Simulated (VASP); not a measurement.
# Rh (P6_3/mmc) in VASP: notebook

The runs below take Rh through single point, with PBE.

Everything below comes from runs of VASP 6.6.1. Logs are shortened: lines on timing, memory, paths and dates and some standing lists are left out, and cuts for length are marked.

## (1) The cell of the first run

The structure is hexagonal, space group P6_3/mmc (No. 194). The conventional cell has a = 2.807 Å, b = 2.807 Å, c = 4.175 Å, α = 90.00°, β = 90.00°, γ = 120.00°. Rh (site symmetry -6m2) has 12 Rh at 2.64 to 2.81 Å within 3.5 Å.

This isn't the form of Rh at room conditions, which is fcc.

## (2) Single point, PBE

Contents of INCAR:

```
SYSTEM = Rh
PREC = Accurate
ENCUT = 520
EDIFF = 1E-6
ISMEAR = 0
SIGMA = 0.15
LREAL = .False.
LASPH = .True.
NELM = 100
ALGO = Fast
ISIF = 2
LWAVE = .False.
LCHARG = .False.
GGA = PE
NBANDS = 22
```

Contents of KPOINTS:

```
Automatic mesh
0
Gamma
  18 18 10
  0 0 0
```

Contents of POSCAR:

```
Rh
1.0
    2.8066000000      0.0000000000      0.0000000000
   -1.4033000000      2.4305868982      0.0000000000
    0.0000000000      0.0000000000      4.1746000000
Rh
2
Direct
    0.6666666667      0.3333333333      0.7500000000
    0.3333333333      0.6666666667      0.2500000000
```

Potentials or basis: VASP PAW PBE potentials, release 64 (Rh_pv).

The run is started by

```sh
$ cat potpaw_PBE.64/Rh_pv/POTCAR > POTCAR
$ mpirun -np 1 vasp_std > vasp.out
```

OUTCAR:

```text
SYSTEM = Rh
   PREC = Accurate
   ENCUT = 520
   EDIFF = 1E-6
   ISMEAR = 0
   LREAL = .False.
   LASPH = .True.
   NELM = 100
   ISIF = 2
   GGA = PE

 ion  position               nearest neighbor table
   1  0.667  0.333  0.750-   2 2.64   2 2.64   2 2.64   2 2.64   2 2.64   2 2.64
   2  0.333  0.667  0.250-   1 2.64   1 2.64   1 2.64   1 2.64   1 2.64   1 2.64

  LATTYP: Found a hexagonal cell.
 ALAT       =     2.8066000000
 C/A-ratio  =     1.4874225041

  Lattice vectors:

 A1 = (   2.8066000000,   0.0000000000,   0.0000000000)
 A2 = (  -1.4033000000,   2.4305868982,   0.0000000000)
 A3 = (   0.0000000000,   0.0000000000,   4.1746000000)

Analysis of symmetry for initial positions (statically):
=====================================================================
 Subroutine PRICEL returns:
 Original cell was already a primitive cell.

 Routine SETGRP: Setting up the symmetry group for a
 hexagonal supercell.

 Subroutine GETGRP returns: Found 24 space group operations
 (whereof 12 operations were pure point group operations)
 out of a pool of 24 trial point group operations.

The static configuration has the point symmetry D_3d.
 The point group associated with its full space group is D_6h.

Analysis of symmetry for dynamics (positions and initial velocities):
=====================================================================
 Subroutine PRICEL returns:
 Original cell was already a primitive cell.

 Routine SETGRP: Setting up the symmetry group for a
 hexagonal supercell.

 Subroutine GETGRP returns: Found 24 space group operations
 (whereof 12 operations were pure point group operations)
 out of a pool of 24 trial point group operations.

The dynamic configuration has the point symmetry D_3d.
 The point group associated with its full space group is D_6h.

 Subroutine INISYM returns: Found 24 space group operations
 (whereof 12 operations are pure point group operations),
 and found     1 'primitive' translations

----------------------------------------------------------------------------------------

                                     Primitive cell

  volume of cell :      28.4778

  direct lattice vectors                    reciprocal lattice vectors
     2.806600000  0.000000000  0.000000000     0.356303000  0.205711633  0.000000000
    -1.403300000  2.430586898  0.000000000     0.000000000  0.411423266  0.000000000
     0.000000000  0.000000000  4.174600000     0.000000000  0.000000000  0.239543908

  length of vectors
     2.806600000  2.806600000  4.174600000     0.411423266  0.411423266  0.239543908

  position of ions in fractional coordinates (direct lattice)
     0.666666667  0.333333333  0.750000000
     0.333333333  0.666666667  0.250000000

  ion indices of the primitive-cell ions
   primitive index   ion index
                 1           1
                 2           2

----------------------------------------------------------------------------------------

 KPOINTS: Automatic mesh

Automatic generation of k-mesh.
 Grid dimensions read from file:
 generate k-points for:   18   18   10

 Generating k-lattice:

  Cartesian coordinates                     Fractional coordinates (reciprocal lattice)
     0.019794611  0.011428424  0.000000000     0.055555556  0.000000000  0.000000000
     0.000000000  0.022856848  0.000000000     0.000000000  0.055555556  0.000000000
     0.000000000  0.000000000  0.023954391     0.000000000  0.000000000  0.100000000

  Length of vectors
     0.022856848  0.022856848  0.023954391

  Shift w.r.t. Gamma in fractional coordinates (k-lattice)
     0.000000000  0.000000000  0.000000000

 Subroutine IBZKPT returns following result:
 ===========================================

 Found    222 irreducible k-points:

 Following reciprocal coordinates:
            Coordinates               Weight
  0.000000  0.000000  0.000000      1.000000
  0.055556  0.000000  0.000000      6.000000
  0.111111  0.000000  0.000000      6.000000
  0.166667  0.000000  0.000000      6.000000
  0.222222  0.000000  0.000000      6.000000
  0.277778  0.000000  0.000000      6.000000
[... 16 lines left out ...]
  0.333333  0.111111  0.000000     12.000000
  0.388889  0.111111  0.000000     12.000000
 [... further k-points ...]
   k-points           NKPTS =    222   k-points in BZ     NKDIM =    222   number of bands    NBANDS=     22
   number of dos      NEDOS =    301   number of ions     NIONS =      2
   total plane-waves  NPLWV =  18432
   dimension x,y,z NGX =    24 NGY =   24 NGZ =   32
   dimension x,y,z NGXF=    48 NGYF=   48 NGZF=   64
   ions per type =               2
   NGX,Y,Z   is equivalent  to a cutoff of  14.22, 14.22, 12.74 a.u.
   NGXF,Y,Z  is equivalent  to a cutoff of  28.43, 28.43, 25.49 a.u.
 SYSTEM =  Rh
   PREC   = accura    normal or accurate (medium, high low for compatibility)
   ISTART =      0    job   : 0-new  1-cont  2-samecut
   ICHARG =      2    charge: 1-file 2-atom 10-const
   ISPIN  =      1    spin polarized calculation?
   LNONCOLLINEAR =      F non collinear calculations
   LSORBIT =      F    spin-orbit coupling
   LASPH  =      T    aspherical Exc in radial PAW
   ENCUT  =  520.0 eV  38.22 Ry    6.18 a.u.   5.22  5.22  7.76*2*pi/ulx,y,z
   NELM   =    100;   NELMIN=  2; NELMDL= -5     # of ELM steps
   EDIFF  = 0.1E-05   stopping-criterion for ELM
   LREAL  =      F    real-space projection
   EDIFFG = 0.1E-04   stopping-criterion for IOM
   NSW    =      0    number of steps for IOM
   IBRION =     -1    ionic relax: 0-MD 1-quasi-New 2-CG
   NFREE  =      0    steps in history (QN), initial steepest desc. (CG)
   ISIF   =      2    stress and relaxation
   ISYM   =      2    0-nonsym 1-usesym 2-fastsym
   POTIM  = 0.5000    time-step for ionic-motion
   TEBEG  =    0.0;   TEEND  =   0.0 temperature during run
   PSTRESS=    0.0 pullay stress
   NELECT =      30.0000    total number of electrons
   NUPDOWN=      -1.0000    fix difference up-down
   EMIN   =  10.00;   EMAX   =-10.00  energy-range for DOS
   EFERMI =   0.00;   METHOD = LEGACY
   ISMEAR =     0;   SIGMA  =   0.15  broadening in eV -4-tet -1-fermi 0-gaus
   EFERMI_NEDOS =   21; number of points for ismear=-14 and -15
   IALGO  =     68    algorithm
   IMIX   =      4    mixing-type and parameters
     AMIX     =   0.40;   BMIX     =  1.00
     AMIX_MAG =   1.60;   BMIX_MAG =  1.00
  volume/ion in A,a.u.               =      14.24        96.09
  Fermi-wavevector in a.u.,A,eV,Ry     =   1.665762  3.147835 37.752964  2.774765
  Thomas-Fermi vector in A             =   2.752076
   LORBIT       =      0    0 simple, 1 ext, 2 COOP (PROOUT), +10 PAW based schemes
   GGA     = PE    functional components
   LHFCALC =     F    Hartree Fock is set to
   AEXX    =    0.0000 exact exchange contribution
   IVDW    =     0    specifies the selected vdW correction
   LEPSILON=     F    determine dielectric tensor
   LRPA    =     F    only Hartree local field effects (RPA)
 non-spin polarized calculation
 RMM-DIIS sequential band-by-band and
 Gauss-broadening in eV      SIGMA  =   0.15
  energy-cutoff  :      520.00
  volume of cell :       28.48
 maximum number of plane-waves:       779
 NGX is ok and might be reduce to    24

 number of electron      29.9999992 magnetization

 Free energy of the ion-electron system (eV)
  ---------------------------------------------------
  ext. energy  EPLUGINS =         0.00000000
  ---------------------------------------------------
  free energy    TOTEN  =       -14.36974366 eV

  energy without entropy =      -14.32552140  energy(sigma->0) =      -14.34763253

 E-fermi :  11.3870     XC(G=0): -13.7965

 val. band max:       11.3835391402   @ k =   0.3333   0.3333   0.5000
 cond. band min:      11.3889223885   @ k =   0.2778   0.2222   0.2000
 fundamental gap:      0.0053832483
 Fermi energy:        11.3870127273

 k-point     1 :       0.0000    0.0000    0.0000
  band No.  band energies     occupation
      1     -35.8246      2.00000
      2     -35.1588      2.00000
      3     -35.1588      2.00000
      4     -35.0260      2.00000
      5     -35.0100      2.00000
      6     -35.0100      2.00000
[... 14 lines left out ...]
     21      30.1938      0.00000
     22      30.6342      0.00000

 k-point     2 :       0.0556    0.0000    0.0000
  band No.  band energies     occupation
      1     -35.8179      2.00000
      2     -35.1694      2.00000
      3     -35.1631      2.00000
      4     -35.0302      2.00000
      5     -35.0215      2.00000
      6     -35.0110      2.00000
[... 14 lines left out ...]
     21      30.1678      0.00000
     22      30.7106      0.00000

 k-point     3 :       0.1111    0.0000    0.0000
  band No.  band energies     occupation
      1     -35.7983      2.00000
      2     -35.1999      2.00000
      3     -35.1752      2.00000
      4     -35.0546      2.00000
      5     -35.0425      2.00000
      6     -35.0142      2.00000
[... 14 lines left out ...]
     21      29.6050      0.00000
     22      30.5449      0.00000

 k-point     4 :       0.1667    0.0000    0.0000
  band No.  band energies     occupation
      1     -35.7667      2.00000
      2     -35.2469      2.00000
      3     -35.1933      2.00000
      4     -35.1046      2.00000
      5     -35.0629      2.00000
      6     -35.0196      2.00000
[... 14 lines left out ...]
     21      29.0788      0.00000
     22      29.2080      0.00000

 k-point     5 :       0.2222    0.0000    0.0000
  band No.  band energies     occupation
      1     -35.7252      2.00000
      2     -35.3049      2.00000
      3     -35.2148      2.00000
      4     -35.1649      2.00000
      5     -35.0907      2.00000
      6     -35.0267      2.00000
[... 14 lines left out ...]
     21      27.6548      0.00000
     22      29.3297      0.00000

 k-point     6 :       0.2778    0.0000    0.0000
  band No.  band energies     occupation
      1     -35.6761      2.00000
      2     -35.3671      2.00000
      3     -35.2371      2.00000
      4     -35.2277      2.00000
      5     -35.1251      2.00000
      6     -35.0349      2.00000
[... 14 lines left out ...]
     21      26.3102      0.00000
     22      28.2892      0.00000

 k-point     7 :       0.3333    0.0000    0.0000
  band No.  band energies     occupation
      1     -35.6233      2.00000
      2     -35.4259      2.00000
      3     -35.2855      2.00000
      4     -35.2576      2.00000
      5     -35.1642      2.00000
      6     -35.0430      2.00000
[... 324 lines left out ...]
      6     -35.0439      2.00000
[... 14 lines left out ...]
     21      25.6770      0.00000
     22      29.1031      0.00000

 k-point    21 :       0.2222    0.1111    0.0000
  band No.  band energies     occupation
      1     -35.6599      2.00000
      2     -35.3627      2.00000
      3     -35.3003      2.00000
      4     -35.1950      2.00000
      5     -35.1368      2.00000
      6     -35.0567      2.00000
[... 14 lines left out ...]
     21      24.6450      0.00000
     22      28.2166      0.00000

 k-point    22 :       0.2778    0.1111    0.0000
  band No.  band energies     occupation
      1     -35.6078      2.00000
      2     -35.4190      2.00000
      3     -35.3281      2.00000
      4     -35.2363      2.00000
      5     -35.1760      2.00000
      6     -35.0679      2.00000
[... 14 lines left out ...]
     21      23.6408      0.00000
     22      27.4534      0.00000

 k-point    23 :       0.3333    0.1111    0.0000
  band No.  band energies     occupation
      1     -35.5565      2.00000
      2     -35.4656      2.00000
      3     -35.3476      2.00000
      4     -35.2719      2.00000
      5     -35.2167      2.00000
      6     -35.0769      2.00000
[... 14 lines left out ...]
     21      22.7839      0.00000
     22      26.8005      0.00000

 k-point    24 :       0.3889    0.1111    0.0000
  band No.  band energies     occupation
      1     -35.5146      2.00000
      2     -35.4962      2.00000
      3     -35.3585      2.00000
      4     -35.2966      2.00000
      5     -35.2517      2.00000
      6     -35.0827      2.00000
[... 14 lines left out ...]
     21      22.6827      0.00000
     22      26.2669      0.00000

 [... further k-points ...]

------------------------ aborting loop because EDIFF is reached ----------------------------------------

  FORCE on cell =-STRESS in cart. coord.  units (eV):
  Direction    XX          YY          ZZ          XY          YZ          ZX
  --------------------------------------------------------------------------------------
  -------------------------------------------------------------------------------------
  Total       -1.0939171     -1.0939171      2.1474165     -0.0000000      0.0000000      0.0000000
  in kB      -61.5443870    -61.5443870    120.8148547     -0.0000000      0.0000000      0.0000000
  external PRESSURE =      -0.7579731 kB  Pullay stress =       0.0000000 kB

 VOLUME and BASIS-vectors are now :
 -----------------------------------------------------------------------------
  energy-cutoff  :      520.00
  volume of cell :       28.48
      direct lattice vectors                 reciprocal lattice vectors
     2.806600000  0.000000000  0.000000000     0.356303000  0.205711633  0.000000000
    -1.403300000  2.430586898  0.000000000     0.000000000  0.411423266  0.000000000
     0.000000000  0.000000000  4.174600000     0.000000000  0.000000000  0.239543908

 POSITION                                       TOTAL-FORCE (eV/Angst)
 -----------------------------------------------------------------------------------
      1.40330      0.81020      3.13095         0.000000     -0.000000      0.000000
     -0.00000      1.62039      1.04365        -0.000000      0.000000      0.000000
 -----------------------------------------------------------------------------------
    total drift:                               -0.000000      0.000000     -0.000000

  FREE ENERGIE OF THE ION-ELECTRON SYSTEM (eV)
  ---------------------------------------------------
  free  energy   TOTEN  =       -14.3697436560 eV

  energy  without entropy=      -14.3255213974  energy(sigma->0) =      -14.34763253
```

It took 1.9 min on 1 thread of Intel Xeon 8259CL, shared host; peak memory 0.23 GiB.

What came out:

```
Free energy            : -14.3697 eV
Pressure               : -0.1 GPa
Band gap on the k mesh : zero (bands 15 and 16 overlap by 1.97 eV)
```

Levels at points of the mesh, in eV from the Fermi level:
```csv
k point,band 13,band 14,band 15,band 16,band 17,band 18
"(0.00, 0.00, 0.00)",-2.33,-2.27,-2.27,0.11,0.11,1.65
"(0.50, 0.00, 0.00)",-1.77,-0.01,0.45,0.84,2.68,4.62
"(0.00, 0.00, 0.50)",-2.73,-2.73,-0.36,-0.36,-0.36,-0.36
"(0.50, 0.00, 0.50)",-0.36,-0.36,0.29,0.29,2.53,2.53
```

## (3) Single point, PBE

This run uses another cell than the first one, of 14.19 Å³/atom.

Contents of INCAR:

```
ALGO = Fast
EDIFF = 1E-6
ENCUT = 520
GGA = PE
ISIF = 2
ISMEAR = 0
LASPH = T
LCHARG = T
LELF = T
LREAL = F
LVHAR = T
LWAVE = F
NBANDS = 22
NELM = 60
PREC = Accurate
SIGMA = 0.15
```

Contents of KPOINTS:

```
k-points
0
Gamma
  18 18 10
```

Contents of POSCAR:

```
Rh
1.0
    2.6704000000      0.0000000000      0.0000000000
   -1.3352000000      2.3126342383      0.0000000000
    0.0000000000      0.0000000000      4.5956000000
Rh
2
Direct
    0.6666666667      0.3333333333      0.7500000000
    0.3333333333      0.6666666667      0.2500000000
```

Potentials or basis: VASP PAW PBE potentials, release 64 (Rh_pv).

The run is started by

```sh
$ cat potpaw_PBE.64/Rh_pv/POTCAR > POTCAR
$ mpirun -np 1 vasp_std > vasp.out
```

Run time: 1.8 min. Hardware: 1 thread of Intel Xeon 8259CL, shared host; peak memory 0.22 GiB.

The run converged. Its results:

| Quantity | Value |
| --- | --- |
| Free energy | -14.3984 eV |
| Pressure | -0.6 GPa |
| Band gap on the k mesh | zero (bands 15 and 16 overlap by 2.49 eV) |

Stress tensor (GPa, compression positive):
```
  4.69   0.00   0.00
  0.00   4.69   0.00
  0.00   0.00 -11.28
```

Levels at points of the mesh, in eV from the Fermi level:
```csv
k point,band 11,band 12,band 13,band 14,band 15,band 16,band 17,band 18,band 19,band 20
"(0.00, 0.00, 0.00)",-2.84,-2.45,-2.45,-1.36,-1.36,0.21,0.21,0.24,7.49,16.31
"(0.50, 0.00, 0.00)",-2.68,-2.28,-1.80,0.46,0.73,0.93,3.12,5.22,10.10,10.12
"(0.00, 0.00, 0.50)",-2.85,-2.85,-2.85,-2.85,-0.33,-0.33,-0.33,-0.33,13.81,13.81
"(0.50, 0.00, 0.50)",-1.34,-1.34,-0.22,-0.22,0.85,0.85,2.74,2.74,9.27,9.27
```

## (4) Single point, PBE

This run uses another cell than the first one, of the same volume but with other edges.

Contents of INCAR:

```
PREC = Accurate
ENCUT = 520
EDIFF = 1E-6
ISMEAR = 0
SIGMA = 0.15
LREAL = False
LASPH = True
NELM = 60
ALGO = Fast
ISIF = 2
LWAVE = False
LCHARG = True
GGA = PE
LELF = True
LVHAR = True
NBANDS = 22
```

Contents of KPOINTS:

```
regular mesh
0
Gamma
  18 18 10
```

Contents of POSCAR:

```
Rh
1.0
    2.6976000000      0.0000000000      0.0000000000
   -1.3488000000      2.3361901292      0.0000000000
    0.0000000000      0.0000000000      4.5254000000
Rh
2
Direct
    0.6666666667      0.3333333333      0.7500000000
    0.3333333333      0.6666666667      0.2500000000
```

The run is started by

```sh
$ cat potpaw_PBE.64/Rh_pv/POTCAR > POTCAR
$ mpirun -np 1 vasp_std > vasp.out
```

It took 1.8 min on 1 thread of Intel Xeon 8259CL, shared host; peak memory 0.22 GiB.

It converged, with:

* Free energy: -14.4354 eV
* Pressure: -2.3 GPa
* Band gap on the k mesh: zero (bands 15 and 16 overlap by 2.39 eV)

Stress tensor (GPa, compression positive):
```
 0.89  0.00  0.00
 0.00  0.89  0.00
 0.00  0.00 -8.65
```

Levels at points of the mesh, in eV from the Fermi level:
```
           k point  band 12  band 13  band 14  band 15  band 16  band 17  band 18  band 19
(0.00, 0.00, 0.00)    -2.41    -2.41    -1.54    -1.54     0.17     0.17     0.45     7.78
(0.50, 0.00, 0.00)    -2.21    -1.89     0.51     0.59     0.82     3.03     5.10    10.05
(0.00, 0.00, 0.50)    -2.88    -2.88    -2.88    -0.38    -0.38    -0.38    -0.38    14.20
(0.50, 0.00, 0.50)    -1.43    -0.24    -0.24     0.73     0.73     2.69     2.69     9.12
```

## (5) Summary

| cell | gap on the mesh (eV) | pressure (GPa) |
| --- | --- | --- |
| a = 2.807, b = 2.807, c = 4.175 Å, angles 90.0, 90.0, 120.0°, 2 atoms | none | -0.1 |
| a = 2.670, b = 2.670, c = 4.596 Å, angles 90.0, 90.0, 120.0°, 2 atoms | none | -0.6 |
| a = 2.698, b = 2.698, c = 4.525 Å, angles 90.0, 90.0, 120.0°, 2 atoms | none | -2.3 |

Alike in all rows: task single point; level PBE; potentials or basis VASP PAW PBE potentials, release 64 (Rh_pv); no spin polarisation; k mesh 18 × 18 × 10; cutoff (eV) 520; smearing gaussian 0.15 eV.

Total energies depend on the potentials used, so only differences within one code and one set of settings carry meaning.
